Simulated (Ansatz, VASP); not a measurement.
Given: the input of a run of VASP 6.6.1 on KTaO3.

INCAR

```
SYSTEM = KTaO3
  ALGO = Normal
  EDIFF = 1E-6
  ENCUT = 520
  GGA = PE
  ISIF = 2
  ISMEAR = -1
  LASPH = .True.
  LCHARG = .False.
  LREAL = .False.
  LWAVE = .False.
  NBANDS = 27
  NELM = 100
  PREC = Accurate
  SIGMA = 0.05
```

The input KPOINTS:

```
k-points
0
Gamma
  7 7 7
  0 0 0
```

POSCAR

```
KTaO3
1.0
    3.9343974464      0.0000000000      0.0000000000
    0.0000000000      3.9343974464      0.0000000000
    0.0000000000      0.0000000000      3.9343974464
Ta K O
1 1 3
Direct
    0.0000000000      0.0000000000      0.0000000000
    0.5000000000      0.5000000000      0.5000000000
    0.0000000000      0.0000000000      0.5000000000
    0.0000000000      0.5000000000      0.0000000000
    0.5000000000      0.0000000000      0.0000000000
```

Potentials or basis: VASP PAW PBE potentials, release 64 (Ta_pv, K_sv, O).

Run with:

```console
$ cat potpaw_PBE.64/Ta_pv/POTCAR potpaw_PBE.64/K_sv/POTCAR potpaw_PBE.64/O/POTCAR > POTCAR
$ mpirun -np 1 vasp_std > vasp.out
```

Task: Set up the same calculation for Ansatz 0.2.0. Potentials there: all-electron LAPW, scalar-relativistic.

Result: As run (the cutoff follows the program's own potentials):

Contents of input.yaml:

```yaml
crystal:
  lattice:
    - [3.9343974464, 0.0, 0.0]
    - [0.0, 3.9343974464, 0.0]
    - [0.0, 0.0, 3.9343974464]
  atoms:
    - { symbol: Ta, position: [0.0, 0.0, 0.0] }
    - { symbol: K, position: [0.5, 0.5, 0.5] }
    - { symbol: O, position: [0.0, 0.0, 0.5] }
    - { symbol: O, position: [0.0, 0.5, 0.0] }
    - { symbol: O, position: [0.5, 0.0, 0.0] }
kpoints:
  mp_grid: { grid: [7, 7, 7] }
scf:
  occupations: { method: fermi_dirac, width: 0.05 }
hamiltonian:
  xc: pbe
  pseudopotentials: { kind: all_electron, lapw: { basis_error: 0.001 } }
output:
  forces: true
  stress: true
  eigenvalues: true
```

Potentials or basis: all-electron LAPW, scalar-relativistic.

The run is started by

```bash
$ ansatz run input.yaml --threads 4 --pin off --max-ram 12288MiB --backend cpu --events-out ev --progress --plain --runs-dir out
```

Both were run:

|  | VASP | Ansatz | Ansatz less VASP |
| --- | --- | --- | --- |
| gap on the k mesh at the Fermi level (eV) | 2.33 | 2.38 | +0.057 |
| least direct gap on the mesh (eV) | 2.86 | 2.90 | +0.033 |
| pressure (GPa) | 15.7 | 14.9 | -0.83 |

Ansatz ran all-electron here, and VASP with PAW potentials.

Neither program's run includes spin-orbit coupling.
